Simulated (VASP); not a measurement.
# CoO (I4/mmm) in VASP: single point with PBE+U

Aim: the single point of CoO with PBE+U.

All numbers are computed with VASP 6.6.1; they aren't measurements. Logs are shortened: lines on timing, memory, paths and dates and some standing lists are left out, and cuts for length are marked.

## Step 1: The cell of the first run

It takes space group I4/mmm (No. 139, tetragonal). The conventional cell has a = 2.975 Å, b = 2.975 Å, c = 4.158 Å, α = 90.00°, β = 90.00°, γ = 90.00°. Co (site symmetry 4/mmm) has 6 O at 2.08 to 2.10 Å within 2.8 Å. O (site symmetry 4/mmm) has 6 Co at 2.08 to 2.10 Å within 2.8 Å.

## Step 2: Single point, PBE+U

INCAR reads:

```
PREC = Accurate ; ENCUT = 700
EDIFF = 1E-6 ; ISMEAR = 0
SIGMA = 0.02 ; LREAL = False
LASPH = True ; NELM = 200
ALGO = Normal ; ISIF = 2
LWAVE = False ; LCHARG = False
LMAXMIX = 4 ; LDAU = True
LDAUTYPE = 2 ; LDAUL = 2 -1
LDAUU = 3.32 0 ; LDAUJ = 0 0
LDAUPRINT = 1 ; GGA = PE
NBANDS = 18 ; GGA_COMPAT = False
```

KPOINTS reads:

```
Automatic mesh
0
Gamma
  12 12 12
```

POSCAR reads:

```
CoO
1.0
   -1.4876192741      1.4876192741      2.0787701130
    1.4876192741     -1.4876192741      2.0787701130
    1.4876192741      1.4876192741     -2.0787701130
Co O
1 1
Direct
    0.0000000000      0.0000000000      0.0000000000
    0.5000000000      0.5000000000      0.0000000000
```

Potentials or basis: VASP PAW PBE potentials, release 64 (Co_sv, O).

Launch:

```console
cat potpaw_PBE.64/Co_sv/POTCAR potpaw_PBE.64/O/POTCAR > POTCAR
mpirun -np 1 vasp_std > vasp.out
```

OUTCAR:

```text
PREC = Accurate
   ENCUT = 700
   EDIFF = 1E-6
   ISMEAR = 0
   LREAL = False
   LASPH = True
   NELM = 200
   ISIF = 2
   GGA = PE

 ion  position               nearest neighbor table
   1  0.000  0.000  0.000-   2 2.08   2 2.08   2 2.10   2 2.10   2 2.10   2 2.10
   2  0.500  0.500  0.000-   1 2.08   1 2.08   1 2.10   1 2.10   1 2.10   1 2.10

  LATTYP: Found a body centered tetragonal cell.
 ALAT       =     2.9752385482
 C/A-ratio  =     1.3973804650

  Lattice vectors:

 A1 = (  -1.4876192741,   1.4876192741,   2.0787701130)
 A2 = (   1.4876192741,  -1.4876192741,   2.0787701130)
 A3 = (   1.4876192741,   1.4876192741,  -2.0787701130)

Analysis of symmetry for initial positions (statically):
=====================================================================
 Subroutine PRICEL returns:
 Original cell was already a primitive cell.

 Routine SETGRP: Setting up the symmetry group for a
 body centered tetragonal supercell.

 Subroutine GETGRP returns: Found 16 space group operations
 (whereof 16 operations were pure point group operations)
 out of a pool of 16 trial point group operations.

The static configuration has the point symmetry D_4h.

Analysis of symmetry for dynamics (positions and initial velocities):
=====================================================================
 Subroutine PRICEL returns:
 Original cell was already a primitive cell.

 Routine SETGRP: Setting up the symmetry group for a
 body centered tetragonal supercell.

 Subroutine GETGRP returns: Found 16 space group operations
 (whereof 16 operations were pure point group operations)
 out of a pool of 16 trial point group operations.

The dynamic configuration has the point symmetry D_4h.

 Subroutine INISYM returns: Found 16 space group operations
 (whereof 16 operations are pure point group operations),
 and found     1 'primitive' translations

[... 144 lines left out ...]
  0.0000  0.9089 -0.0000 -0.0000 -0.0000
 -0.0000 -0.0000  0.3382 -0.0000 -0.0000
  0.0000 -0.0000 -0.0000  0.9089 -0.0000
  0.0000 -0.0000 -0.0000 -0.0000  0.9080

spin component  2

  0.3718  0.0000 -0.0000  0.0000  0.0000
  0.0000  0.9089 -0.0000 -0.0000 -0.0000
 -0.0000 -0.0000  0.3382 -0.0000 -0.0000
  0.0000 -0.0000 -0.0000  0.9089 -0.0000
  0.0000 -0.0000 -0.0000 -0.0000  0.9080

 occupancies and eigenvectors

  o =  0.3382  v =  0.0000 -0.0000 -1.0000  0.0000 -0.0000  0.0000  0.0000  0.0000  0.0000  0.0000      0.0000  0.0000  0.0000  0.0000  0.0000  0.0000  0.0000  0.0000  0.0000  0.0000
  o =  0.3382  v =  0.0000  0.0000  0.0000  0.0000  0.0000  0.0000 -0.0000 -1.0000  0.0000 -0.0000      0.0000  0.0000  0.0000  0.0000  0.0000  0.0000  0.0000  0.0000  0.0000  0.0000
  o =  0.3718  v =  1.0000  0.0000  0.0000  0.0000  0.0000  0.0000  0.0000  0.0000  0.0000  0.0000      0.0000  0.0000  0.0000  0.0000  0.0000  0.0000  0.0000  0.0000  0.0000  0.0000
  o =  0.3718  v =  0.0000  0.0000  0.0000  0.0000  0.0000  1.0000  0.0000  0.0000  0.0000  0.0000      0.0000  0.0000  0.0000  0.0000  0.0000  0.0000  0.0000  0.0000  0.0000  0.0000
  o =  0.9080  v =  0.0000  0.0000  0.0000  0.0000  0.0000  0.0000  0.0000 -0.0000  0.0000  1.0000      0.0000  0.0000  0.0000  0.0000  0.0000  0.0000  0.0000  0.0000  0.0000  0.0000
  o =  0.9080  v =  0.0000  0.0000 -0.0000  0.0000  1.0000  0.0000  0.0000  0.0000  0.0000  0.0000      0.0000  0.0000  0.0000  0.0000  0.0000  0.0000  0.0000  0.0000  0.0000  0.0000
  o =  0.9089  v =  0.0000  0.7272  0.0000  0.6864 -0.0000  0.0000  0.0000  0.0000  0.0000  0.0000      0.0000  0.0000  0.0000  0.0000  0.0000  0.0000  0.0000  0.0000  0.0000  0.0000
  o =  0.9089  v =  0.0000  0.0000  0.0000  0.0000  0.0000  0.0000  0.7272  0.0000  0.6864 -0.0000      0.0000  0.0000  0.0000  0.0000  0.0000  0.0000  0.0000  0.0000  0.0000  0.0000
  o =  0.9089  v =  0.0000  0.0000  0.0000  0.0000  0.0000  0.0000 -0.6864  0.0000  0.7272  0.0000      0.0000  0.0000  0.0000  0.0000  0.0000  0.0000  0.0000  0.0000  0.0000  0.0000
  o =  0.9089  v =  0.0000 -0.6864  0.0000  0.7272  0.0000  0.0000  0.0000  0.0000  0.0000  0.0000      0.0000  0.0000  0.0000  0.0000  0.0000  0.0000  0.0000  0.0000  0.0000  0.0000

 number of electron      22.9999981 magnetization

 Free energy of the ion-electron system (eV)
  ---------------------------------------------------
  ext. energy  EPLUGINS =         0.00000000
  ---------------------------------------------------
  free energy    TOTEN  =       -10.25362271 eV

  energy without entropy =      -10.25298532  energy(sigma->0) =      -10.25330402

 E-fermi :   9.8445     XC(G=0): -12.9440

 val. band max:        9.8443950952   @ k =  -0.2500  -0.3333   0.0833
 cond. band min:       9.8534784548   @ k =  -0.3333   0.5000   0.3333
 fundamental gap:      0.0090833596
 Fermi energy:         9.8445020514

 k-point     1 :       0.0000    0.0000    0.0000
  band No.  band energies     occupation
      1     -85.1390      2.00000
      2     -48.5009      2.00000
      3     -48.4063      2.00000
      4     -48.4063      2.00000
      5     -11.1936      2.00000
      6       6.0332      2.00000
[... 481 lines left out ...]
      5     -10.0607      2.00000
      6       1.9752      2.00000
[... 10 lines left out ...]
     17      24.9428      0.00000
     18      29.2970      0.00000

 [... further k-points ...]

------------------------ aborting loop because EDIFF is reached ----------------------------------------

  FORCE on cell =-STRESS in cart. coord.  units (eV):
  Direction    XX          YY          ZZ          XY          YZ          ZX
  --------------------------------------------------------------------------------------
  -------------------------------------------------------------------------------------
  Total       -1.4141585     -1.4141585     -1.4223645      0.0000000      0.0000000     -0.0000000
  in kB     -123.1285121   -123.1285121   -123.8429922      0.0000000      0.0000000     -0.0000000
  external PRESSURE =    -123.3666722 kB  Pullay stress =       0.0000000 kB

 VOLUME and BASIS-vectors are now :
 -----------------------------------------------------------------------------
  energy-cutoff  :      700.00
  volume of cell :       18.40
      direct lattice vectors                 reciprocal lattice vectors
    -1.487619274  1.487619274  2.078770113     0.000000000  0.336107503  0.240526837
     1.487619274 -1.487619274  2.078770113     0.336107503  0.000000000  0.240526837
     1.487619274  1.487619274 -2.078770113     0.336107503  0.336107503  0.000000000

 POSITION                                       TOTAL-FORCE (eV/Angst)
 -----------------------------------------------------------------------------------
      0.00000      0.00000      0.00000        -0.000000      0.000000     -0.000000
      0.00000      0.00000      2.07877         0.000000     -0.000000      0.000000
 -----------------------------------------------------------------------------------
    total drift:                                0.000000     -0.000000     -0.000000

  FREE ENERGIE OF THE ION-ELECTRON SYSTEM (eV)
  ---------------------------------------------------
  free  energy   TOTEN  =       -10.2536227134 eV

  energy  without entropy=      -10.2529853176  energy(sigma->0) =      -10.25330402
```

Wall time 61 s (1 thread of Intel Xeon Platinum 8488C (Sapphire Rapids), shared host); peak memory 0.21 GiB.

Results:

```yaml
Free_energy: -10.2536 eV
Pressure: -12.3 GPa
Band_gap_on_the_k_mesh: zero (an odd number of electrons rules out a gap without spin polarisation)
```

Levels at points of the mesh, in eV from the Fermi level:
```tsv
k point	band 9	band 10	band 11	band 12	band 13	band 14	band 15	band 16
(0.00, 0.00, 0.00)	-3.07	-3.07	-2.96	-1.02	-0.97	1.24	16.81	18.22
(0.50, 0.00, 0.00)	-2.04	-2.04	-1.66	1.64	1.76	5.10	9.74	13.72
(0.50, 0.50, 0.00)	-4.07	-1.86	-1.83	-0.52	-0.01	6.48	9.88	11.83
(0.50, 0.50, 0.50)	-4.02	-1.88	-1.88	-0.53	0.03	6.49	10.02	11.69
```

Eigenvalues of the final occupation matrices:
| site | spin | trace | eigenvalues |
| --- | --- | --- | --- |
| site 1 d | 1 | 3.44 | 0.34 0.37 0.91 0.91 0.91 |
| site 1 d | 2 | 3.44 | 0.34 0.37 0.91 0.91 0.91 |

Caveat: the cell stands under tension; an odd number of electrons without spin polarisation forces a metal; a magnetic or distorted state may lie lower; the run has no spin polarisation, though such a crystal can be magnetic; U without spin polarisation on a metal has little footing. Spin polarisation is off, so any magnetic state and its effect on volume and gap are missing.
